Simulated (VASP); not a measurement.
# C in VASP: single point with PBEsol

Aim: the single point of C with PBEsol.

Program: VASP 6.6.1. These are calculated values, not measurements. Logs are shortened: lines on timing, memory, paths and dates and some standing lists are left out, and cuts for length are marked.

## Step 1: The cell of the first run

The cell holds a slab with vacuum, 8 atoms: a = 4.917 Å, b = 4.917 Å, c = 21.724 Å, α = 90.00°, β = 90.00°, γ = 120.00°.

## Step 2: Single point, PBEsol

File INCAR:

```
SYSTEM = C
PREC     = Accurate       ! precision mode
ENCUT    = 520            ! plane-wave cutoff, eV
EDIFF    = 1E-6           ! SCF threshold, eV
ISMEAR   = 0              ! smearing method
SIGMA    = 0.04           ! smearing width, eV
LREAL    = .FALSE.        ! projectors in reciprocal space
LASPH    = .TRUE.         ! aspherical terms in the spheres
NELM     = 120            ! most SCF steps
ALGO     = Normal         ! electronic algorithm
ISIF     = 2              ! what is computed and relaxed
LWAVE    = .FALSE.        ! write WAVECAR
LCHARG   = .FALSE.        ! write CHGCAR
LDIPOL   = .TRUE.       
IDIPOL   = 3            
DIPOL    = 0.5 0.5 0.687
GGA      = PS             ! functional
NBANDS   = 26             ! bands
GGA_COMPAT= .FALSE.      
NELMDL   = -8
```

File KPOINTS:

```
Automatic mesh
0
G
  9 9 1
  0 0 0
```

File POSCAR:

```
C
1.0
    4.9173767365      0.0000000000      0.0000000000
   -2.4586883682      4.2585731738      0.0000000000
    0.0000000000      0.0000000000     21.7240099109
C
8
Direct
    0.8332783743     -0.0001063252      0.6868661431
    0.8332819672      0.5000549590      0.6868661431
    0.3333333333      0.0000000000      0.6866843285
    0.3334396586      0.5000513662      0.6868661431
   -0.0001063252      0.8332783743      0.6868661431
    0.0000000000      0.3333333333      0.6866843285
    0.5000549590      0.8332819672      0.6868661431
    0.5000513662      0.3334396586      0.6868661431
```

Potentials or basis: VASP PAW PBE potentials, release 64 (C).

Started as:

```
> cat potpaw_PBE.64/C/POTCAR > POTCAR
> mpirun -np 1 vasp_std > vasp.out
```

OUTCAR:

```text
SYSTEM = C
   PREC = Accurate
   ENCUT = 520
   EDIFF = 1E-6
   ISMEAR = 0
   LREAL = .FALSE.
   LASPH = .TRUE.
   NELM = 120
   ISIF = 2
   GGA = PS
   NELMDL = -8

 ion  position               nearest neighbor table
   1  0.833  1.000  0.687-   7 1.42   5 1.42   6 1.42
   2  0.833  0.500  0.687-   5 1.42   8 1.42   6 1.42
   3  0.333  0.000  0.687-   7 1.42   5 1.42   8 1.42
   4  0.333  0.500  0.687-   8 1.42   7 1.42   6 1.42
   5  1.000  0.833  0.687-   2 1.42   1 1.42   3 1.42
   6  0.000  0.333  0.687-   2 1.42   1 1.42   4 1.42
   7  0.500  0.833  0.687-   1 1.42   4 1.42   3 1.42
   8  0.500  0.333  0.687-   4 1.42   2 1.42   3 1.42

  LATTYP: Found a hexagonal cell.
 ALAT       =     4.9173767365
 C/A-ratio  =     4.4178046700

  Lattice vectors:

 A1 = (   4.9173767365,   0.0000000000,   0.0000000000)
 A2 = (  -2.4586883682,   4.2585731738,   0.0000000000)
 A3 = (   0.0000000000,   0.0000000000,  21.7240099109)

Analysis of symmetry for initial positions (statically):
=====================================================================
 Subroutine PRICEL returns:
 Original cell was already a primitive cell.

 Routine SETGRP: Setting up the symmetry group for a
 hexagonal supercell.

 Subroutine GETGRP returns: Found 12 space group operations
 (whereof  2 operations were pure point group operations)
 out of a pool of 24 trial point group operations.

The static configuration has the point symmetry C_1h.
 The point group associated with its full space group is C_6v.

Analysis of symmetry for dynamics (positions and initial velocities):
=====================================================================
 Subroutine PRICEL returns:
 Original cell was already a primitive cell.

 Routine SETGRP: Setting up the symmetry group for a
 hexagonal supercell.

 Subroutine GETGRP returns: Found 12 space group operations
 (whereof  2 operations were pure point group operations)
 out of a pool of 24 trial point group operations.

The dynamic configuration has the point symmetry C_1h.
 The point group associated with its full space group is C_6v.

 Subroutine INISYM returns: Found 12 space group operations
 (whereof  2 operations are pure point group operations),
 and found     1 'primitive' translations

----------------------------------------------------------------------------------------

                                     Primitive cell

  volume of cell :     454.9227

  direct lattice vectors                    reciprocal lattice vectors
     4.917376736  0.000000000  0.000000000     0.203360461  0.117410217  0.000000000
    -2.458688368  4.258573174  0.000000000     0.000000000  0.234820434  0.000000000
     0.000000000  0.000000000 21.724009911     0.000000000  0.000000000  0.046032017

  length of vectors
     4.917376736  4.917376736 21.724009911     0.234820434  0.234820434  0.046032017

  position of ions in fractional coordinates (direct lattice)
     0.833278374  0.999893675  0.686866143
     0.833281967  0.500054959  0.686866143
     0.333333333  0.000000000  0.686684329
     0.333439659  0.500051366  0.686866143
     0.999893675  0.833278374  0.686866143
     1.000000000  0.333333333  0.686684329
     0.500054959  0.833281967  0.686866143
     0.500051366  0.333439659  0.686866143

  ion indices of the primitive-cell ions
   primitive index   ion index
                 1           1
                 2           2
                 3           3
                 4           4
                 5           5
                 6           6
                 7           7
                 8           8

----------------------------------------------------------------------------------------

 KPOINTS: Automatic mesh

Automatic generation of k-mesh.
 Grid dimensions read from file:
 generate k-points for:    9    9    1

 Generating k-lattice:

  Cartesian coordinates                     Fractional coordinates (reciprocal lattice)
     0.022595607  0.013045580  0.000000000     0.111111111 -0.000000000  0.000000000
     0.000000000  0.026091159  0.000000000     0.000000000  0.111111111  0.000000000
     0.000000000  0.000000000  0.046032017     0.000000000  0.000000000  1.000000000

  Length of vectors
     0.026091159  0.026091159  0.046032017

  Shift w.r.t. Gamma in fractional coordinates (k-lattice)
     0.000000000  0.000000000  0.000000000

 Subroutine IBZKPT returns following result:
 ===========================================

 Found     12 irreducible k-points:

 Following reciprocal coordinates:
            Coordinates               Weight
  0.000000  0.000000  0.000000      1.000000
  0.111111 -0.000000  0.000000      6.000000
  0.222222  0.000000  0.000000      6.000000
  0.333333  0.000000  0.000000      6.000000
  0.444444  0.000000  0.000000      6.000000
  0.111111  0.111111  0.000000      6.000000
  0.222222  0.111111  0.000000     12.000000
  0.333333  0.111111  0.000000     12.000000
  0.444444  0.111111  0.000000      6.000000
  0.222222  0.222222  0.000000      6.000000
  0.333333  0.222222  0.000000     12.000000
  0.333333  0.333333  0.000000      2.000000
   k-points           NKPTS =     12   k-points in BZ     NKDIM =     12   number of bands    NBANDS=     26
   number of dos      NEDOS =    301   number of ions     NIONS =      8
   total plane-waves  NPLWV = 259200
   dimension x,y,z NGX =    40 NGY =   40 NGZ =  162
   dimension x,y,z NGXF=    80 NGYF=   80 NGZF=  324
   ions per type =               8
   NGX,Y,Z   is equivalent  to a cutoff of  13.52, 13.52, 12.40 a.u.
   NGXF,Y,Z  is equivalent  to a cutoff of  27.05, 27.05, 24.79 a.u.
 SYSTEM =  C
   PREC   = accura    normal or accurate (medium, high low for compatibility)
   ISTART =      0    job   : 0-new  1-cont  2-samecut
   ICHARG =      2    charge: 1-file 2-atom 10-const
   ISPIN  =      1    spin polarized calculation?
   LNONCOLLINEAR =      F non collinear calculations
   LSORBIT =      F    spin-orbit coupling
   LASPH  =      T    aspherical Exc in radial PAW
   ENCUT  =  520.0 eV  38.22 Ry    6.18 a.u.   9.14  9.14 40.39*2*pi/ulx,y,z
   NELM   =    120;   NELMIN=  2; NELMDL= -8     # of ELM steps
   EDIFF  = 0.1E-05   stopping-criterion for ELM
   LREAL  =      F    real-space projection
   EDIFFG = 0.1E-04   stopping-criterion for IOM
   NSW    =      0    number of steps for IOM
   IBRION =     -1    ionic relax: 0-MD 1-quasi-New 2-CG
   NFREE  =      0    steps in history (QN), initial steepest desc. (CG)
   ISIF   =      2    stress and relaxation
   ISYM   =      2    0-nonsym 1-usesym 2-fastsym
   POTIM  = 0.5000    time-step for ionic-motion
   TEBEG  =    0.0;   TEEND  =   0.0 temperature during run
   PSTRESS=    0.0 pullay stress
   NELECT =      32.0000    total number of electrons
   NUPDOWN=      -1.0000    fix difference up-down
   EMIN   =  10.00;   EMAX   =-10.00  energy-range for DOS
   EFERMI =   0.00;   METHOD = LEGACY
   ISMEAR =     0;   SIGMA  =   0.04  broadening in eV -4-tet -1-fermi 0-gaus
   EFERMI_NEDOS =   21; number of points for ismear=-14 and -15
   IALGO  =     38    algorithm
   IMIX   =      4    mixing-type and parameters
     AMIX     =   0.40;   BMIX     =  1.00
     AMIX_MAG =   1.60;   BMIX_MAG =  1.00
  volume/ion in A,a.u.               =      56.87       383.75
  Fermi-wavevector in a.u.,A,eV,Ry     =   0.675791  1.277059  6.213689  0.456693
  Thomas-Fermi vector in A             =   1.752912
   LORBIT       =      0    0 simple, 1 ext, 2 COOP (PROOUT), +10 PAW based schemes
   GGA     = PS    functional components
   LHFCALC =     F    Hartree Fock is set to
   AEXX    =    0.0000 exact exchange contribution
   IVDW    =     0    specifies the selected vdW correction
   LEPSILON=     F    determine dielectric tensor
   LRPA    =     F    only Hartree local field effects (RPA)
 non-spin polarized calculation
 Gauss-broadening in eV      SIGMA  =   0.04
  energy-cutoff  :      520.00
  volume of cell :      454.92
 maximum number of plane-waves:     12284
 NGX is ok and might be reduce to    40
   NGX = 19   NGY = 19   NGZ = 81

 dipolmoment           0.000000      0.000000     -0.000001 electrons x Angstroem

 number of electron      31.9999999 magnetization

 dipolmoment           0.000000      0.000000      0.000004 electrons x Angstroem

 Free energy of the ion-electron system (eV)
  ---------------------------------------------------
  ext. energy  EPLUGINS =         0.00000000
  ---------------------------------------------------
  free energy    TOTEN  =       -77.12833566 eV

  energy without entropy =      -77.12722121  energy(sigma->0) =      -77.12777843

 E-fermi :  -2.9131     XC(G=0):  -1.9932

 val. band max:       -2.9130850522   @ k =   0.3333   0.3333   0.0000
 cond. band min:      -2.9130493636   @ k =   0.3333   0.3333   0.0000
 fundamental gap:      0.0000356886
 Fermi energy:        -2.9130672079

 k-point     1 :       0.0000    0.0000    0.0000
  band No.  band energies     occupation
      1     -22.4687      2.00000
      2     -17.1556      2.00000
      3     -17.1556      2.00000
      4     -17.1455      2.00000
      5     -16.2123      2.00000
      6     -16.2062      2.00000
[... 18 lines left out ...]
     25       4.0535      0.00000
     26       4.5197      0.00000

 k-point     2 :       0.1111   -0.0000    0.0000
  band No.  band energies     occupation
      1     -22.3953      2.00000
      2     -17.9429      2.00000
      3     -17.3965      2.00000
      4     -17.3919      2.00000
      5     -15.8458      2.00000
      6     -15.8439      2.00000
[... 18 lines left out ...]
     25       4.1541      0.00000
[... 260 lines left out ...]
     25       4.1349      0.00000
     26       4.1916      0.00000

 k-point    12 :       0.3333    0.3333    0.0000
  band No.  band energies     occupation
      1     -20.5153      2.00000
      2     -20.5070      2.00000
      3     -20.5070      2.00000
      4     -15.4738      2.00000
      5     -15.4738      2.00000
      6     -13.5812      2.00000
[... 18 lines left out ...]
     25       3.9652      0.00000
     26       3.9652      0.00000

------------------------ aborting loop because EDIFF is reached ----------------------------------------

 vacuum level on the upper side and lower side of the slab       (xc-potential included)        -0.006        -0.006

  FORCE on cell =-STRESS in cart. coord.  units (eV):
  Direction    XX          YY          ZZ          XY          YZ          ZX
  --------------------------------------------------------------------------------------
  -------------------------------------------------------------------------------------
  Total        0.4909166      0.4909166     -0.0420324      0.0000000     -0.0000000      0.0000000
  in kB        1.7289433      1.7289433     -0.1480326      0.0000000     -0.0000000      0.0000000
  external PRESSURE =       1.1032847 kB  Pullay stress =       0.0000000 kB

 VOLUME and BASIS-vectors are now :
 -----------------------------------------------------------------------------
  energy-cutoff  :      520.00
  volume of cell :      454.92
      direct lattice vectors                 reciprocal lattice vectors
     4.917376736  0.000000000  0.000000000     0.203360461  0.117410217  0.000000000
    -2.458688368  4.258573174  0.000000000     0.000000000  0.234820434  0.000000000
     0.000000000  0.000000000 21.724009911     0.000000000  0.000000000  0.046032017

 POSITION                                       TOTAL-FORCE (eV/Angst)
 -----------------------------------------------------------------------------------
      1.63912      4.25812     14.92149         0.000000      0.037122     -0.017231
      2.86808      2.12952     14.92149         0.032148     -0.018561     -0.017231
      1.63913      0.00000     14.91754         0.000000     -0.000000      0.051692
      0.41018      2.12951     14.92149        -0.032148     -0.018561     -0.017231
      2.86808      3.54858     14.92149         0.032148      0.018561     -0.017231
     -0.81956      1.41952     14.91754         0.000000     -0.000000      0.051692
      0.41018      3.54859     14.92149        -0.032148      0.018561     -0.017231
      1.63912      1.41998     14.92149        -0.000000     -0.037122     -0.017231
 -----------------------------------------------------------------------------------
    total drift:                               -0.000043     -0.003230      0.000085

  FREE ENERGIE OF THE ION-ELECTRON SYSTEM (eV)
  ---------------------------------------------------
  free  energy   TOTEN  =       -77.1283356557 eV

  energy  without entropy=      -77.1272212073  energy(sigma->0) =      -77.12777843

 vacuum level on the upper side and lower side of the slab         1.386         1.386
```

Wall time 2.9 min (1 thread of Intel Xeon 6975P-C (Granite Rapids), shared host); peak memory 0.59 GiB.

Results:

| Property | Result |
| --- | --- |
| Free energy | -77.1283 eV |
| Largest force | 0.052 eV/Å |
| Band gap on the k mesh | zero (filled and empty bands touch) |

Forces in eV/Å, atoms in the order of the input:
```
C    0.000  0.037 -0.017
C    0.032 -0.019 -0.017
C    0.000  0.000  0.052
C   -0.032 -0.019 -0.017
C    0.032  0.019 -0.017
C    0.000  0.000  0.052
C   -0.032  0.019 -0.017
C    0.000 -0.037 -0.017
```

Levels at points of the mesh, in eV from the Fermi level:
| k point | band 12 | band 13 | band 14 | band 15 | band 16 | band 17 | band 18 | band 19 | band 20 | band 21 |
| --- | --- | --- | --- | --- | --- | --- | --- | --- | --- | --- |
| (0.00, 0.00, 0.00) | -3.00 | -3.00 | -2.38 | -2.38 | -2.38 | 1.65 | 1.66 | 1.66 | 3.38 | 4.17 |

Caveat: the PAW data sets were made with another functional, which shifts forces and pressure a little.
